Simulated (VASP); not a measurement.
Crystal: Zr2SeS2.

```
Zr Se S
1.0
     4.51932    0.00000    0.00000
    -2.25966    3.91384    0.00000
     0.00000    0.00000    7.43458
Zr Se S
2 1 2
Direct
  0.33333 0.66667 0.62000
  0.66667 0.33333 0.38000
  0.00000 0.00000 0.00000
  0.33333 0.66667 0.26000
  0.66667 0.33333 0.74000
```

The cell was built from a structure type or drawn by symmetry, and may not be a known phase.

```yaml
Program: VASP 6.6.1
Task: relaxation of cell and atoms
Functional: PBE
Potentials_or_basis: VASP PAW PBE potentials, release 64 (Zr_sv, Se, S)
Cutoff: 600 eV
k_mesh: 6 × 6 × 4
Occupations: gaussian, width 0.1 eV
Spin: no spin polarisation
```

At the start: pressure -9.7 GPa; volume 26.30 Å³/atom.

Question: How do energy, volume and symmetry change on relaxing?

Answer: Over 16 steps the energy falls by 719.6 meV/atom and the volume is 21.24 Å³/atom (-19.2 %); space group P-3m1 (No. 164, to 0.1 Å) before and after.

The path:
| step | energy change (eV) | largest force (eV/Å) | pressure (GPa) | volume (Å³) |
| --- | --- | --- | --- | --- |
| 1 | 0.0000 | 2.5586 | -9.70 | 131.50 |
| 2 | -1.5322 | 4.1067 | 8.82 | 103.45 |
| 3 | -1.5491 | 3.9431 | 6.58 | 105.36 |
| 4 | -2.7952 | 1.4360 | 6.41 | 102.78 |
| 5 | -3.1415 | 0.9840 | 7.32 | 100.93 |
| 6 | -3.1812 | 1.0315 | 7.79 | 100.18 |
| 7 | -3.3629 | 0.4545 | -6.98 | 114.53 |
| 8 | -3.5211 | 0.6925 | -2.06 | 108.27 |
| 9 | -3.5756 | 0.2703 | -0.01 | 105.98 |
| 10 | -3.5763 | 0.2120 | -0.24 | 106.20 |
| 11 | -3.5840 | 0.1542 | 0.36 | 105.58 |
| 12 | -3.5864 | 0.1381 | 0.95 | 105.01 |
| 13 | -3.5910 | 0.1448 | 0.58 | 105.40 |
| 14 | -3.5954 | 0.1559 | -0.23 | 106.28 |
| 15 | -3.5974 | 0.0861 | -0.15 | 106.24 |
| 16 | -3.5982 | 0.0134 | -0.06 | 106.19 |

Final structure:
```
CELL_PARAMETERS angstrom
4.35828 0.00000 0.00000
-2.17914 3.77438 0.00000
0.00000 0.00000 6.45565
ATOMIC_POSITIONS crystal
Zr 0.33333 0.66667 0.71754
Zr 0.66667 0.33333 0.28246
Se 0.00000 0.00000 0.00000
S 0.33333 0.66667 0.32457
S 0.66667 0.33333 0.67543
```

Caveat: the volume moved by over 15 % at a fixed basis, so the end points are rough.
